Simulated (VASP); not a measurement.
Set up this calculation in VASP 6.6.1, as the native input.

| Item | Value |
| --- | --- |
| Task | single point |
| Functional | r2SCAN |
| Potentials or basis | VASP PAW PBE potentials, release 64 (Pt) |
| Cutoff | 520 eV |
| k mesh | 14 × 14 × 7 |
| Occupations | methfessel-paxton, width 0.1 eV |
| Spin | no spin polarisation |
| Dipole correction | no |
| Further INCAR settings | ALGO = Normal; EDIFF = 1e-06; NBANDS = 17 |

Pt:

```
Pt
1.0
     2.76067    0.00000    0.00000
    -1.38033    2.39081    0.00000
     0.00000    0.00000    4.79213
Pt
2
Direct
  0.66667 0.33333 0.75000
  0.33333 0.66667 0.25000
```

This isn't the form of Pt at room conditions, which is fcc.

One way to write it, as run:

POSCAR

```
Pt
1.0
    2.7606660000      0.0000000000      0.0000000000
   -1.3803330000      2.3908070000      0.0000000000
    0.0000000000      0.0000000000      4.7921340000
Pt
2
Direct
    0.6666666667      0.3333333333      0.7500000000
    0.3333333333      0.6666666667      0.2500000000
```

INCAR.step1

```
ALGO = Normal
EDIFF = 1E-4
ENCUT = 520
GGA = PE
ISMEAR = 1
LASPH = True
LCHARG = False
LREAL = False
LWAVE = True
NBANDS = 17
NELM = 80
PREC = Accurate
SIGMA = 0.1
```

INCAR.step2

```
ALGO = Normal
EDIFF = 1E-6
ENCUT = 520
ISIF = 2
ISMEAR = 1
ISTART = 1
LASPH = True
LCHARG = False
LMIXTAU = True
LREAL = False
LWAVE = False
METAGGA = R2SCAN
NBANDS = 17
NELM = 80
PREC = Accurate
SIGMA = 0.1
```

KPOINTS

```
k-points
0
Gamma
  14 14 7
```

Potentials or basis: VASP PAW PBE potentials, release 64 (Pt).

Launch:

```bash
$ cat potpaw_PBE.64/Pt/POTCAR > POTCAR
$ cp INCAR.step1 INCAR
$ mpirun -np 1 vasp_std > vasp.out
$ cp INCAR.step2 INCAR
$ mpirun -np 1 vasp_std > vasp.out
```

It gave:

| Property | Result |
| --- | --- |
| Pressure | -6.1 GPa |
| Band gap on the k mesh | zero (bands 10 and 11 overlap by 1.31 eV) |

Caveat: the cell stands under tension; the PAW data sets were made with another functional, which shifts forces and pressure a little; spin-orbit coupling is left out, which moves the levels of the heavy elements.

Run time: 3.7 min on 1 thread of Intel Xeon 8259CL (shared host), peak memory 0.19 GiB.
